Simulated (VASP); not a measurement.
Write the native input for VASP 6.6.1 that does the following.

```yaml
Task: relaxation of cell and atoms
Functional: PBE
Potentials_or_basis: VASP PAW PBE potentials, release 64 (Cr_pv, Cd)
Cutoff: 600 eV
k_mesh: 12 × 12 × 12
Occupations: gaussian, width 0.1 eV
Spin: no spin polarisation
Dipole_correction: no
Further_INCAR_settings: ALGO = Fast; EDIFF = 1e-07; IBRION = 2; EDIFFG = -0.01; NSW = 100; ISIF = 3
```

The structure of Cr3Cd lies in POSCAR:

```
Cr3Cd
1.0
    3.7849599059      0.0000000000      0.0000000000
    0.0000000000      3.7849599059      0.0000000000
    0.0000000000      0.0000000000      3.7849599059
Cr Cd
3 1
Direct
    0.0000000000      0.5000000000      0.5000000000
    0.5000000000      0.0000000000      0.5000000000
    0.5000000000      0.5000000000      0.0000000000
    0.0000000000      0.0000000000      0.0000000000
```

The input as run:

INCAR

```
SYSTEM = Cr3Cd
PREC = Accurate
ENCUT = 600
EDIFF = 1E-7
ISMEAR = 0
SIGMA = 0.1
LREAL = .FALSE.
LASPH = .TRUE.
NELM = 80
ALGO = Fast
ISIF = 3
LWAVE = .FALSE.
LCHARG = .FALSE.
GGA = PE
IBRION = 2
NSW = 100
EDIFFG = -0.01
```

KPOINTS

```
Automatic mesh
0
G
  12 12 12
  0 0 0
```

Potentials or basis: VASP PAW PBE potentials, release 64 (Cr_pv, Cd).

The run is started by

```bash
$ cat potpaw_PBE.64/Cr_pv/POTCAR potpaw_PBE.64/Cd/POTCAR > POTCAR
$ mpirun -np 1 vasp_std > vasp.out
```

It gave:

- Relaxed volume: 13.57 Å³/atom
- Relaxed cell: a = 3.787 Å, b = 3.787 Å, c = 3.787 Å, α = 90.00°, β = 90.00°, γ = 90.00°
- Space group after relaxing (to 0.1 Å): Pm-3m (No. 221)
- Energy gained by relaxing: 0.0 meV/atom
- Ionic steps: 3
- Pressure after relaxing: 0.0 GPa
- Band gap on the k mesh: zero (bands 24 and 25 overlap by 1.17 eV)

Caveat: the run has no spin polarisation, though such a crystal can be magnetic.

Run time: 4.9 min on 1 thread of Oxide Virtual Turin-like Processor (shared host), peak memory 0.24 GiB.
